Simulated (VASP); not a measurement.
Write the native input for VASP 6.6.1 that does the following.

- Task: single point
- Functional: PBE
- Potentials or basis: VASP PAW PBE potentials, release 64 (In_d, As)
- Cutoff: 520 eV
- k mesh: 6 × 6 × 6
- Occupations: gaussian, width 0.1 eV
- Spin: no spin polarisation
- Dipole correction: no
- Further INCAR settings: ALGO = Normal; EDIFF = 1e-07; NBANDS = 22

The structure of InAs3 lies in POSCAR:

```
InAs3
1.0
   -2.2602120600      2.2602120600      4.1046098200
    2.2602120600     -2.2602120600      4.1046098200
    2.2602120600      2.2602120600     -4.1046098200
In As
1 3
Direct
    0.0000000000      0.0000000000      0.0000000000
    0.5000000000      0.5000000000      0.0000000000
    0.7500000000      0.2500000000      0.5000000000
    0.2500000000      0.7500000000      0.5000000000
```

One way to write it, as run:

INCAR

```
ALGO     = Normal         # electronic algorithm
EDIFF    = 1E-7           # SCF threshold, eV
ENCUT    = 520            # plane-wave cutoff, eV
GGA      = PE             # functional
ISIF     = 2              # what is computed and relaxed
ISMEAR   = 0              # smearing method
LASPH    = True           # aspherical terms in the spheres
LCHARG   = False          # write CHGCAR
LREAL    = False          # projectors in reciprocal space
LWAVE    = False          # write WAVECAR
NBANDS   = 22             # bands
NELM     = 80             # most SCF steps
PREC     = Accurate       # precision mode
SIGMA    = 0.1            # smearing width, eV
```

KPOINTS

```
k-points
0
Gamma
  6 6 6
```

Potentials or basis: VASP PAW PBE potentials, release 64 (In_d, As).

The run is started by

```bash
$ cat potpaw_PBE.64/In_d/POTCAR potpaw_PBE.64/As/POTCAR > POTCAR
$ mpirun -np 1 vasp_std > vasp.out
```

It gave:

```yaml
Pressure: 1.2 GPa
Band_gap_on_the_k_mesh: zero (band 14 reaches 7.92 eV, above the bottom of band 15 at 5.01 eV)
```

Caveat: spin-orbit coupling is left out, which moves the levels of the heavy elements.

Wall time 49 s on 1 thread of Intel Xeon 6975P-C, with other jobs on the host, peak memory 0.26 GiB.
